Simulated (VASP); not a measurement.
# CuSi16 (a cell with a defect) in VASP: a series of runs

The runs below take CuSi16 (a cell with a defect) through single point, with PBE.

Everything below comes from runs of VASP 6.6.1. Logs are shortened: lines on timing, memory, paths and dates and some standing lists are left out, and cuts for length are marked.

## 1. The cell of the first run

The cell holds a defect, 17 atoms: a = 7.679 Å, b = 7.679 Å, c = 7.679 Å, α = 60.00°, β = 60.00°, γ = 60.00°.

## 2. Single point, PBE

Contents of INCAR:

```
SYSTEM = CuSi16
ALGO = Normal ; EDIFF = 1E-7
ENCUT = 520 ; GGA = PE
ISIF = 2 ; ISMEAR = 0
LASPH = .True. ; LCHARG = .True.
LELF = .True. ; LREAL = Auto
LVHAR = .True. ; LWAVE = .False.
NBANDS = 52 ; NELECT = 74.0
NELM = 80 ; PREC = Accurate
SIGMA = 0.05
```

Contents of KPOINTS:

```
k-points
0
Gamma
  2 2 2
  0 0 0
```

Contents of POSCAR:

```
CuSi16
1.0
    0.0000000000      5.4300000000      5.4300000000
    5.4300000000      0.0000000000      5.4300000000
    5.4300000000      5.4300000000      0.0000000000
Si Cu
16 1
Direct
   -0.0005043278      0.0071439227     -0.0083264273
    0.1180183241      0.1399197974      0.1193328729
   -0.0058183241      0.0015336096      0.5087872007
    0.1341562615      0.1251584715      0.6169352670
   -0.0316103131      0.5078688766      0.0277871087
    0.1231609576      0.6276187845      0.1213344383
   -0.0019284530      0.4974754144      0.5087179558
    0.1096194291      0.6186645488      0.6567439227
    0.4933538674      0.0120369245     -0.0067654696
    0.6264955801      0.1250837937      0.1198298343
    0.5055863720     -0.0023033149      0.4936093923
    0.6220871087      0.1281202578      0.6187162063
    0.4975204420      0.4978878453     -0.0065567219
    0.5981786372      0.6362510129      0.1287176796
    0.4858685083      0.5009104972      0.5102189687
    0.6255212707      0.6253376611      0.6188811234
    0.1964888582      0.7663715470      0.2858822284
```

Potentials or basis: VASP PAW PBE potentials, release 64 (Si, Cu).

Launch:

```console
$ cat potpaw_PBE.64/Si/POTCAR potpaw_PBE.64/Cu/POTCAR > POTCAR
$ mpirun -np 1 vasp_std > vasp.out
```

OUTCAR:

```text
SYSTEM = CuSi16
   EDIFF = 1E-7
   ENCUT = 520
   GGA = PE
   ISIF = 2
   ISMEAR = 0
   LASPH = .True.
   LREAL = Auto
   NELECT = 74.0
   NELM = 80
   PREC = Accurate

 ion  position               nearest neighbor table
   1  0.999  0.007  0.992-  10 2.34   4 2.35   2 2.38   6 2.38  17 2.69
   2  0.118  0.140  0.119-   5 2.32   9 2.35  17 2.37   1 2.38   3 2.44
   3  0.994  0.002  0.509-   4 2.33  12 2.34   8 2.40   2 2.44  17 2.50
   4  0.134  0.125  0.617-  11 2.33   3 2.33   7 2.34   1 2.35
   5  0.968  0.508  0.028-   2 2.32   6 2.32  14 2.33   8 2.33
   6  0.123  0.628  0.121-   5 2.32  13 2.35   1 2.38  17 2.39   7 2.43
   7  0.998  0.497  0.509-   4 2.34  16 2.34   8 2.39   6 2.43  17 2.55
   8  0.110  0.619  0.657-   5 2.33  17 2.34  15 2.36   7 2.39   3 2.40
   9  0.493  0.012  0.993-  10 2.34  12 2.35   2 2.35  14 2.36  17 2.96
  10  0.626  0.125  0.120-  13 2.34   9 2.34   1 2.34  11 2.34
  11  0.506  0.998  0.494-   4 2.33  12 2.33  16 2.33  10 2.34
  12  0.622  0.128  0.619-  11 2.33   3 2.34  15 2.34   9 2.35
  13  0.498  0.498  0.993-  10 2.34   6 2.35  16 2.35  14 2.35
  14  0.598  0.636  0.129-   5 2.33  13 2.35   9 2.36  15 2.39  17 2.52
  15  0.486  0.501  0.510-  12 2.34  16 2.34   8 2.36  14 2.39  17 2.80
  16  0.626  0.625  0.619-  11 2.33   7 2.34  15 2.34  13 2.35
  17  0.196  0.766  0.286-   8 2.34   2 2.37   6 2.39   3 2.50  14 2.52   7 2.55   1 2.69  15 2.80
                             9 2.96

  LATTYP: Found a face centered cubic cell.
 ALAT       =    10.8600000000

  Lattice vectors:

 A1 = (   0.0000000000,   5.4300000000,   5.4300000000)
 A2 = (   5.4300000000,   0.0000000000,   5.4300000000)
 A3 = (   5.4300000000,   5.4300000000,   0.0000000000)

Analysis of symmetry for initial positions (statically):
=====================================================================
 Subroutine PRICEL returns:
 Original cell was already a primitive cell.

 Routine SETGRP: Setting up the symmetry group for a
 face centered cubic supercell.

 Subroutine GETGRP returns: Found  1 space group operations
 (whereof  1 operations were pure point group operations)
 out of a pool of 48 trial point group operations.

The static configuration has the point symmetry C_1 .

Analysis of symmetry for dynamics (positions and initial velocities):
=====================================================================
 Subroutine PRICEL returns:
 Original cell was already a primitive cell.

 Routine SETGRP: Setting up the symmetry group for a
 face centered cubic supercell.

 Subroutine GETGRP returns: Found  1 space group operations
 (whereof  1 operations were pure point group operations)
 out of a pool of 48 trial point group operations.

The dynamic configuration has the point symmetry C_1 .

 Subroutine INISYM returns: Found  1 space group operations
 (whereof  1 operations are pure point group operations),
 and found     1 'primitive' translations

----------------------------------------------------------------------------------------

                                     Primitive cell

  volume of cell :     320.2060

  direct lattice vectors                    reciprocal lattice vectors
     0.000000000  5.430000000  5.430000000    -0.092081031  0.092081031  0.092081031
     5.430000000  0.000000000  5.430000000     0.092081031 -0.092081031  0.092081031
     5.430000000  5.430000000  0.000000000     0.092081031  0.092081031 -0.092081031

  length of vectors
     7.679179644  7.679179644  7.679179644     0.159489025  0.159489025  0.159489025

  position of ions in fractional coordinates (direct lattice)
     0.999495672  0.007143923  0.991673573
     0.118018324  0.139919797  0.119332873
     0.994181676  0.001533610  0.508787201
     0.134156262  0.125158472  0.616935267
     0.968389687  0.507868877  0.027787109
     0.123160958  0.627618785  0.121334438
[... 9 lines left out ...]
     0.625521271  0.625337661  0.618881123
     0.196488858  0.766371547  0.285882228

  ion indices of the primitive-cell ions
   primitive index   ion index
                 1           1
                 2           2
                 3           3
                 4           4
                 5           5
                 6           6
[... 9 lines left out ...]
                16          16
                17          17

----------------------------------------------------------------------------------------

 KPOINTS: k-points

Automatic generation of k-mesh.
 Grid dimensions read from file:
 generate k-points for:    2    2    2

 Generating k-lattice:

  Cartesian coordinates                     Fractional coordinates (reciprocal lattice)
    -0.046040516  0.046040516  0.046040516     0.500000000  0.000000000  0.000000000
     0.046040516 -0.046040516  0.046040516     0.000000000  0.500000000  0.000000000
     0.046040516  0.046040516 -0.046040516     0.000000000  0.000000000  0.500000000

  Length of vectors
     0.079744512  0.079744512  0.079744512

  Shift w.r.t. Gamma in fractional coordinates (k-lattice)
     0.000000000  0.000000000  0.000000000

 Subroutine IBZKPT returns following result:
 ===========================================

 Found      8 irreducible k-points:

 Following reciprocal coordinates:
            Coordinates               Weight
  0.000000  0.000000  0.000000      1.000000
  0.500000  0.000000  0.000000      1.000000
  0.000000  0.500000  0.000000      1.000000
  0.000000  0.000000  0.500000      1.000000
  0.500000  0.500000  0.500000      1.000000
  0.500000  0.500000  0.000000      1.000000
  0.000000  0.500000  0.500000      1.000000
  0.500000  0.000000  0.500000      1.000000
   k-points           NKPTS =      8   k-points in BZ     NKDIM =      8   number of bands    NBANDS=     52
   number of dos      NEDOS =    301   number of ions     NIONS =     17
   total plane-waves  NPLWV = 216000
   dimension x,y,z NGX =    60 NGY =   60 NGZ =   60
   dimension x,y,z NGXF=   120 NGYF=  120 NGZF=  120
   ions per type =              16   1
   NGX,Y,Z   is equivalent  to a cutoff of  12.99, 12.99, 12.99 a.u.
   NGXF,Y,Z  is equivalent  to a cutoff of  25.98, 25.98, 25.98 a.u.
 SYSTEM =  CuSi16
   PREC   = accura    normal or accurate (medium, high low for compatibility)
   ISTART =      0    job   : 0-new  1-cont  2-samecut
   ICHARG =      2    charge: 1-file 2-atom 10-const
   ISPIN  =      1    spin polarized calculation?
   LNONCOLLINEAR =      F non collinear calculations
   LSORBIT =      F    spin-orbit coupling
   LASPH  =      T    aspherical Exc in radial PAW
   ENCUT  =  520.0 eV  38.22 Ry    6.18 a.u.  14.28 14.28 14.28*2*pi/ulx,y,z
   NELM   =     80;   NELMIN=  2; NELMDL= -5     # of ELM steps
   EDIFF  = 0.1E-06   stopping-criterion for ELM
   LREAL  =      T    real-space projection
   EDIFFG = 0.1E-05   stopping-criterion for IOM
   NSW    =      0    number of steps for IOM
   IBRION =     -1    ionic relax: 0-MD 1-quasi-New 2-CG
   NFREE  =      0    steps in history (QN), initial steepest desc. (CG)
   ISIF   =      2    stress and relaxation
   ISYM   =      2    0-nonsym 1-usesym 2-fastsym
   POTIM  = 0.5000    time-step for ionic-motion
   TEBEG  =    0.0;   TEEND  =   0.0 temperature during run
   PSTRESS=    0.0 pullay stress
   NELECT =      74.0000    total number of electrons
   NUPDOWN=      -1.0000    fix difference up-down
   EMIN   =  10.00;   EMAX   =-10.00  energy-range for DOS
   EFERMI =   0.00;   METHOD = LEGACY
   ISMEAR =     0;   SIGMA  =   0.05  broadening in eV -4-tet -1-fermi 0-gaus
   EFERMI_NEDOS =   21; number of points for ismear=-14 and -15
   IALGO  =     38    algorithm
   IMIX   =      4    mixing-type and parameters
     AMIX     =   0.40;   BMIX     =  1.00
     AMIX_MAG =   1.60;   BMIX_MAG =  1.00
  volume/ion in A,a.u.               =      18.84       127.11
  Fermi-wavevector in a.u.,A,eV,Ry     =   1.004636  1.898488 13.732283  1.009294
  Thomas-Fermi vector in A             =   2.137265
   LORBIT       =      0    0 simple, 1 ext, 2 COOP (PROOUT), +10 PAW based schemes
   GGA     = PE    functional components
   LHFCALC =     F    Hartree Fock is set to
   AEXX    =    0.0000 exact exchange contribution
   IVDW    =     0    specifies the selected vdW correction
   LEPSILON=     F    determine dielectric tensor
   LRPA    =     F    only Hartree local field effects (RPA)
 non-spin polarized calculation
 Gauss-broadening in eV      SIGMA  =   0.05
  energy-cutoff  :      520.00
  volume of cell :      320.21
 maximum number of plane-waves:      8646
 NGX is ok and might be reduce to    60
   NGX = 29   NGY = 29   NGZ = 29

 number of electron      74.0000001 magnetization

 Free energy of the ion-electron system (eV)
  ---------------------------------------------------
  ext. energy  EPLUGINS =         0.00000000
  ---------------------------------------------------
  free energy    TOTEN  =       -94.21580230 eV

  energy without entropy =      -94.21573176  energy(sigma->0) =      -94.21576703

 E-fermi :   6.3780     XC(G=0):  -9.6074

 val. band max:        6.2706608912   @ k =   0.0000   0.0000   0.0000
 cond. band min:       6.4852506821   @ k =   0.0000   0.0000   0.0000
 fundamental gap:      0.2145897909
 Fermi energy:         6.3779558940

 k-point     1 :       0.0000    0.0000    0.0000
  band No.  band energies     occupation
      1      -5.8962      2.00000
      2      -3.5351      2.00000
      3      -3.5164      2.00000
      4      -3.4862      2.00000
      5      -3.4693      2.00000
      6      -2.0394      2.00000
[... 41 lines left out ...]
     48       8.4784      0.00000
     49       8.6519      0.00000

 k-point     2 :       0.5000    0.0000    0.0000
  band No.  band energies     occupation
      1      -5.2459      2.00000
      2      -4.9146      2.00000
      3      -3.2696      2.00000
      4      -3.2545      2.00000
      5      -3.1968      2.00000
      6      -3.0493      2.00000
[... 304 lines left out ...]
 k-point     8 :       0.5000    0.0000    0.5000
  band No.  band energies     occupation
      1      -4.9289      2.00000
      2      -4.7295      2.00000
      3      -3.8732      2.00000
      4      -3.7702      2.00000
      5      -3.7602      2.00000
      6      -3.7336      2.00000
[... 41 lines left out ...]
     48      10.4958      0.00000
     49      10.5274      0.00000
 [bands above 49 left out]

------------------------ aborting loop because EDIFF is reached ----------------------------------------

  FORCE on cell =-STRESS in cart. coord.  units (eV):
  Direction    XX          YY          ZZ          XY          YZ          ZX
  --------------------------------------------------------------------------------------
  -------------------------------------------------------------------------------------
  Total       -1.3235455     -2.0504458     -1.6324149      0.0043234     -0.2120060      0.4760491
  in kB       -6.6224696    -10.2595754     -8.1679230      0.0216323     -1.0607894      2.3819513
  external PRESSURE =      -8.3499893 kB  Pullay stress =       0.0000000 kB

 VOLUME and BASIS-vectors are now :
 -----------------------------------------------------------------------------
  energy-cutoff  :      520.00
  volume of cell :      320.21
      direct lattice vectors                 reciprocal lattice vectors
     0.000000000  5.430000000  5.430000000    -0.092081031  0.092081031  0.092081031
     5.430000000  0.000000000  5.430000000     0.092081031 -0.092081031  0.092081031
     5.430000000  5.430000000  0.000000000     0.092081031  0.092081031 -0.092081031

 POSITION                                       TOTAL-FORCE (eV/Angst)
 -----------------------------------------------------------------------------------
      5.42358     10.81205      5.46605        -0.002761     -0.000972      0.006471
      1.40774      1.28882      1.40060        -0.001240      0.011451      0.001147
      2.77104      8.16112      5.40673        -0.002210      0.006685     -0.001653
      4.02957      4.07843      1.40808         0.000221     -0.000809      0.002996
      2.90861      5.40924      8.01608         0.007323     -0.001033     -0.016356
      4.06682      1.32761      4.07673        -0.019651     -0.019611     -0.014783
[... 9 lines left out ...]
      6.75611      6.75710      6.79216         0.006186     -0.008785      0.010770
      5.71374      2.61928      5.22833        -0.037072     -0.013094     -0.027002
 -----------------------------------------------------------------------------------
    total drift:                               -0.000708      0.009203     -0.001012

  FREE ENERGIE OF THE ION-ELECTRON SYSTEM (eV)
  ---------------------------------------------------
  free  energy   TOTEN  =       -94.2158023022 eV

  energy  without entropy=      -94.2157317567  energy(sigma->0) =      -94.21576703
```

It took 3.5 min on 1 thread of Intel Xeon 6975P-C (Granite Rapids), shared host; peak memory 0.49 GiB.

Results:

```
Free energy   : -94.2158 eV
Largest force : 0.048 eV/Å
```

Forces on the atoms (eV/Å):
```
Si  -0.003 -0.001  0.006
Si  -0.001  0.011  0.001
Si  -0.002  0.007 -0.002
Si   0.000 -0.001  0.003
Si   0.007 -0.001 -0.016
Si  -0.020 -0.020 -0.015
Si   0.009  0.008 -0.007
Si   0.013  0.009 -0.006
Si   0.004  0.003  0.006
Si   0.000  0.000  0.009
Si   0.005  0.000  0.012
Si   0.007  0.008  0.015
Si  -0.002 -0.003  0.005
Si   0.006  0.005  0.004
Si   0.007 -0.004  0.001
Si   0.006 -0.009  0.011
Cu  -0.037 -0.013 -0.027
```

Caveat: the k points lie up to 0.50 Å⁻¹ apart; the cell carries a net charge on a neutralising background, which shifts energy and pressure; the cell is charged against a uniform background, so pressure and absolute levels hang on convention.

## 3. Single point, PBE

Contents of INCAR:

```
SYSTEM = CuSi16
PREC     = Accurate       ! precision mode
ENCUT    = 520            ! plane-wave cutoff, eV
EDIFF    = 1E-6           ! SCF threshold, eV
ISMEAR   = 0              ! smearing method
SIGMA    = 0.05           ! smearing width, eV
LREAL    = Auto         
LASPH    = .True.         ! aspherical terms in the spheres
NELM     = 80             ! most SCF steps
ALGO     = Normal         ! electronic algorithm
ISIF     = 2              ! what is computed and relaxed
LWAVE    = .False.        ! write WAVECAR
LCHARG   = .False.        ! write CHGCAR
GGA      = PE             ! functional
NBANDS   = 52             ! bands
NELECT   = 74.0
```

Contents of KPOINTS:

```
regular mesh
0
Gamma
  2 2 2
  0 0 0
```

Contents of POSCAR:

```
CuSi16
1.0
    0.0000000000      5.4300000000      5.4300000000
    5.4300000000      0.0000000000      5.4300000000
    5.4300000000      5.4300000000      0.0000000000
Si Cu
16 1
Direct
   -0.0043464088      0.0107642726     -0.0069226519
    0.1158705341      0.1400276243      0.1199594843
   -0.0100462247      0.0017053407      0.5089694291
    0.1273278085      0.1269399632      0.6184523020
   -0.0182626151      0.5080559853      0.0289395948
    0.1274684162      0.6336551565      0.1269441068
   -0.0038046041      0.4997250460      0.5107609576
    0.1070990792      0.6191845304      0.6579889503
    0.4933488029      0.0089443831     -0.0082714549
    0.6227335175      0.1244438306      0.1198661142
    0.4991765193     -0.0023986188      0.4936153775
    0.6180031308      0.1269692449      0.6169815838
    0.5018632597      0.4972813076     -0.0072078269
    0.6131135359      0.6308481584      0.1223923573
    0.4862614180      0.4996505525      0.5081577348
    0.6234358195      0.6252660221      0.6181407919
    0.2287627072      0.7637546041      0.2860610497
```

Potentials or basis: VASP PAW PBE potentials, release 64 (Si, Cu).

Launch:

```console
$ cat potpaw_PBE.64/Si/POTCAR potpaw_PBE.64/Cu/POTCAR > POTCAR
$ mpirun -np 1 vasp_std > vasp.out
```

Run time: 2.7 min. Hardware: 1 thread of Intel Xeon 6975P-C (Granite Rapids), shared host; peak memory 0.49 GiB.

It converged, with:

| Item | Value |
| --- | --- |
| Free energy | -94.2117 eV |
| Largest force | 0.056 eV/Å |

Forces on the atoms (eV/Å):
```
Si   0.000 -0.004 -0.001
Si  -0.017  0.009 -0.011
Si   0.004  0.003 -0.009
Si   0.012 -0.019  0.001
Si   0.011  0.004 -0.022
Si  -0.018 -0.025 -0.012
Si   0.004 -0.004  0.011
Si   0.009  0.009 -0.010
Si   0.002 -0.003  0.007
Si   0.002 -0.005  0.005
Si   0.007 -0.016 -0.002
Si   0.004  0.001  0.007
Si  -0.001 -0.008  0.007
Si  -0.002  0.016  0.011
Si   0.014  0.011 -0.005
Si   0.009 -0.009  0.019
Cu  -0.039  0.040  0.004
```

Levels at points of the mesh, in eV from the Fermi level:
```csv
k point,band 35,band 36,band 37,band 38,band 39,band 40
"(0.00, 0.00, 0.00)",-0.62,-0.19,-0.12,0.12,0.60,0.62
"(0.50, 0.00, 0.00)",-0.83,-0.77,-0.61,0.57,1.10,1.31
"(0.00, 0.50, 0.00)",-0.83,-0.75,-0.72,0.56,1.17,1.34
"(0.00, 0.00, 0.50)",-0.89,-0.74,-0.71,0.47,1.24,1.36
"(0.50, 0.50, 0.50)",-0.84,-0.72,-0.58,0.56,1.08,1.31
"(0.50, 0.50, 0.00)",-1.45,-1.40,-0.96,0.69,1.07,2.05
"(0.00, 0.50, 0.50)",-1.41,-1.40,-0.91,0.66,1.09,2.03
"(0.50, 0.00, 0.50)",-1.44,-1.40,-0.95,0.68,1.08,2.05
```

Caveat: the k points lie up to 0.50 Å⁻¹ apart; the cell carries a net charge on a neutralising background, which shifts energy and pressure; the cell is charged against a uniform background, so pressure and absolute levels hang on convention.
